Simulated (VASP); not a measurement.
# CdF2 (R3m) in VASP: further runs, part 2 of 2

VASP 6.6.1.

## (4) Single point, LDA (all Cd atoms moved +0.225 Å, as atom 1 along Cartesian [1 1 1])

INCAR

```
SYSTEM = CdF2
PREC = Accurate ; ENCUT = 600
EDIFF = 1E-6 ; ISMEAR = 0
SIGMA = 0.05 ; LREAL = .False.
LASPH = .True. ; NELM = 120
ALGO = Normal ; ISIF = 2
LWAVE = .False. ; LCHARG = .False.
NBANDS = 24 ; GGA_COMPAT = .False.
```

KPOINTS

```
regular mesh
0
Gamma
  8 8 8
  0 0 0
```

POSCAR

```
CdF2
1.0
    0.0000000000      2.6940000000      2.6940000000
    2.6940000000      0.0000000000      2.6940000000
    2.6940000000      2.6940000000      0.0000000000
Cd F
1 2
Direct
    0.0241098386      0.0241098386      0.0241098386
    0.2500000000      0.2500000000      0.2500000000
    0.7500000000      0.7500000000      0.7500000000
```

Potentials or basis: VASP PAW LDA potentials, release 64 (Cd_sv_GW, F).

The run is started by

```sh
$ cat potpaw_LDA.64/Cd_sv_GW/POTCAR potpaw_LDA.64/F/POTCAR > POTCAR
$ mpirun -np 1 vasp_std > vasp.out
```

OUTCAR:

```text
SYSTEM = CdF2
   PREC = Accurate
   ENCUT = 600
   EDIFF = 1E-6
   ISMEAR = 0
   LREAL = .False.
   LASPH = .True.
   NELM = 120
   ISIF = 2

 ion  position               nearest neighbor table
   1  0.024  0.024  0.024-   2 2.11   3 2.27   3 2.27   3 2.27
   2  0.250  0.250  0.250-   1 2.11
   3  0.750  0.750  0.750-   1 2.27   1 2.27   1 2.27

  LATTYP: Found a face centered cubic cell.
 ALAT       =     5.3880000000

  Lattice vectors:

 A1 = (   0.0000000000,   2.6940000000,   2.6940000000)
 A2 = (   2.6940000000,   0.0000000000,   2.6940000000)
 A3 = (   2.6940000000,   2.6940000000,   0.0000000000)

Analysis of symmetry for initial positions (statically):
=====================================================================
 Subroutine PRICEL returns:
 Original cell was already a primitive cell.

 Routine SETGRP: Setting up the symmetry group for a
 face centered cubic supercell.

 Subroutine GETGRP returns: Found  6 space group operations
 (whereof  6 operations were pure point group operations)
 out of a pool of 48 trial point group operations.

The static configuration has the point symmetry C_3v.

Analysis of symmetry for dynamics (positions and initial velocities):
=====================================================================
 Subroutine PRICEL returns:
 Original cell was already a primitive cell.

 Routine SETGRP: Setting up the symmetry group for a
 face centered cubic supercell.

 Subroutine GETGRP returns: Found  6 space group operations
 (whereof  6 operations were pure point group operations)
 out of a pool of 48 trial point group operations.

The dynamic configuration has the point symmetry C_3v.

 Subroutine INISYM returns: Found  6 space group operations
 (whereof  6 operations are pure point group operations),
 and found     1 'primitive' translations

----------------------------------------------------------------------------------------

                                     Primitive cell

  volume of cell :      39.1041
[... 110 lines left out ...]
     AMIX     =   0.40;   BMIX     =  1.00
     AMIX_MAG =   1.60;   BMIX_MAG =  1.00
  volume/ion in A,a.u.               =      13.03        87.96
  Fermi-wavevector in a.u.,A,eV,Ry     =   1.562525  2.952743 33.218397  2.441483
  Thomas-Fermi vector in A             =   2.665430
   LORBIT       =      0    0 simple, 1 ext, 2 COOP (PROOUT), +10 PAW based schemes
   GGA     = CA    functional components
   LHFCALC =     F    Hartree Fock is set to
   AEXX    =    0.0000 exact exchange contribution
   IVDW    =     0    specifies the selected vdW correction
   LEPSILON=     F    determine dielectric tensor
   LRPA    =     F    only Hartree local field effects (RPA)
 non-spin polarized calculation
 Gauss-broadening in eV      SIGMA  =   0.05
  energy-cutoff  :      600.00
  volume of cell :       39.10
 maximum number of plane-waves:      1323
   NGX = 15   NGY = 15   NGZ = 15

 number of electron      33.9999975 magnetization

 Free energy of the ion-electron system (eV)
  ---------------------------------------------------
  ext. energy  EPLUGINS =         0.00000000
  ---------------------------------------------------
  free energy    TOTEN  =       -12.65965957 eV

  energy without entropy =      -12.65965957  energy(sigma->0) =      -12.65965957

 E-fermi :   0.7631     XC(G=0): -11.2811

 val. band max:        0.2024484465   @ k =  -0.2500   0.5000   0.2500
 cond. band min:       3.0713411525   @ k =   0.0000   0.0000   0.0000
 fundamental gap:      2.8688927060
 Fermi energy:         0.7630615657

 k-point     1 :       0.0000    0.0000    0.0000
  band No.  band energies     occupation
      1     -97.4891      2.00000
      2     -58.9105      2.00000
      3     -58.9105      2.00000
      4     -58.9079      2.00000
      5     -20.2563      2.00000
      6     -19.1041      2.00000
[... 637 lines left out ...]
     23      17.9539      0.00000
     24      20.7990      0.00000

 [... further k-points ...]

------------------------ aborting loop because EDIFF is reached ----------------------------------------

  FORCE on cell =-STRESS in cart. coord.  units (eV):
  Direction    XX          YY          ZZ          XY          YZ          ZX
  --------------------------------------------------------------------------------------
  -------------------------------------------------------------------------------------
  Total       -0.8224020     -0.8224020     -0.8224020      0.4598532      0.4598532      0.4598532
  in kB      -33.6955043    -33.6955043    -33.6955043     18.8411316     18.8411316     18.8411316
  external PRESSURE =     -33.6955043 kB  Pullay stress =       0.0000000 kB

 VOLUME and BASIS-vectors are now :
 -----------------------------------------------------------------------------
  energy-cutoff  :      600.00
  volume of cell :       39.10
      direct lattice vectors                 reciprocal lattice vectors
     0.000000000  2.694000000  2.694000000    -0.185597624  0.185597624  0.185597624
     2.694000000  0.000000000  2.694000000     0.185597624 -0.185597624  0.185597624
     2.694000000  2.694000000  0.000000000     0.185597624  0.185597624 -0.185597624

 POSITION                                       TOTAL-FORCE (eV/Angst)
 -----------------------------------------------------------------------------------
      0.12990      0.12990      0.12990        -0.745593     -0.745593     -0.745593
      1.34700      1.34700      1.34700         0.604545      0.604545      0.604545
      4.04100      4.04100      4.04100         0.141048      0.141048      0.141048
 -----------------------------------------------------------------------------------
    total drift:                                0.005989      0.005989      0.005989

  FREE ENERGIE OF THE ION-ELECTRON SYSTEM (eV)
  ---------------------------------------------------
  free  energy   TOTEN  =       -12.6596595674 eV

  energy  without entropy=      -12.6596595674  energy(sigma->0) =      -12.65965957
```

It took 2.1 min on 1 thread of Intel Xeon Platinum 8375C at 2.90GHz (Ice Lake), shared host; peak memory 0.21 GiB.

Results:

```yaml
Free_energy: -12.6597 eV
Pressure: -3.4 GPa
Largest_force: 1.291 eV/Å
Band_gap_on_the_k_mesh: 2.87 eV (least direct gap 3.33 eV)
```

Forces in eV/Å, atoms in the order of the input:
```
Cd  -0.746 -0.746 -0.746
F    0.605  0.605  0.605
F    0.141  0.141  0.141
```

Stress tensor (GPa, compression positive):
```
-3.37  1.88  1.88
 1.88 -3.37  1.88
 1.88  1.88 -3.37
```

Caveat: the cell differs from its parent crystal (all Cd atoms moved +0.225 Å, as atom 1 along Cartesian [1 1 1]); the cell stands under tension; forces of over 1 eV/Å act on the atoms, so gaps and moduli don't describe the material at rest.

## (5) Single point, LDA (all Cd atoms moved +0.263 Å, as atom 1 along Cartesian [1 1 1])

INCAR

```
SYSTEM = CdF2
PREC = Accurate
ENCUT = 600
EDIFF = 1E-6
ISMEAR = 0
SIGMA = 0.05
LREAL = .FALSE.
LASPH = .TRUE.
NELM = 120
ALGO = Normal
ISIF = 2
LWAVE = .FALSE.
LCHARG = .TRUE.
LELF = .TRUE.
LVHAR = .TRUE.
NBANDS = 24
GGA_COMPAT = .FALSE.
```

KPOINTS

```
Automatic mesh
0
G
  8 8 8
  0 0 0
```

POSCAR: that of step 4 with these lines changed.

```diff
@@ -8,3 +8,3 @@
 Direct
-    0.0241098386      0.0241098386      0.0241098386
+    0.0281281451      0.0281281451      0.0281281451
     0.2500000000      0.2500000000      0.2500000000
```

The run is started by

```sh
$ cat potpaw_LDA.64/Cd_sv_GW/POTCAR potpaw_LDA.64/F/POTCAR > POTCAR
$ mpirun -np 1 vasp_std > vasp.out
```

It took 51 s on 1 thread of Intel Xeon 6975P-C (Granite Rapids), shared host; peak memory 0.21 GiB.

The run converged. Its results:

| Item | Value |
| --- | --- |
| Free energy | -12.6046 eV |
| Pressure | -2.2 GPa |
| Largest force | 1.644 eV/Å |
| Band gap on the k mesh | 2.88 eV (least direct gap 3.34 eV) |

Forces on the atoms (eV/Å):
```
Cd  -0.949 -0.949 -0.949
F    0.802  0.802  0.802
F    0.147  0.147  0.147
```

Stress tensor (GPa, compression positive):
```
-2.24  2.66  2.66
 2.66 -2.24  2.66
 2.66  2.66 -2.24
```

Levels at points of the mesh, in eV from the valence-band top:
| k point | band 14 | band 15 | band 16 | band 17 | band 18 | band 19 | band 20 | band 21 |
| --- | --- | --- | --- | --- | --- | --- | --- | --- |
| (0.00, 0.00, 0.00) | -0.87 | -0.47 | -0.47 | -0.47 | 2.88 | 12.40 | 12.40 | 12.75 |
| (0.50, 0.00, 0.00) | -1.82 | -1.69 | -0.38 | -0.31 | 6.98 | 8.82 | 14.23 | 14.56 |
| (0.50, 0.50, 0.50) | -1.84 | -1.84 | -0.38 | -0.38 | 6.98 | 8.95 | 14.23 | 14.23 |
| (0.50, 0.50, 0.00) | -2.45 | -0.40 | -0.20 | 0.00 | 7.77 | 9.45 | 11.36 | 14.02 |

Caveat: the cell differs from its parent crystal (all Cd atoms moved +0.263 Å, as atom 1 along Cartesian [1 1 1]); forces of over 1 eV/Å act on the atoms, so gaps and moduli don't describe the material at rest.

## (6) Summary

```tsv
cell	gap on the mesh (eV)	pressure (GPa)	largest force (eV/Å)
as given, atomic positions A	2.86	-0.9	2.07
as given, atomic positions B	2.85	-4.3	1.00
as given, atomic positions C	2.87	-3.4	1.29
as given, atomic positions D	2.88	-2.2	1.64
```

Alike in all rows: task single point; level LDA; potentials or basis VASP PAW LDA potentials, release 64 (Cd_sv_GW, F); no spin polarisation; k mesh 8 × 8 × 8; cutoff (eV) 600; smearing gaussian 0.05 eV.

Caveats: forces of over 1 eV/Å act on the atoms, so gaps and moduli don't describe the material at rest; the cell stands under tension (at least some runs).

Total energies depend on the potentials used, so only differences within one code and one set of settings carry meaning.
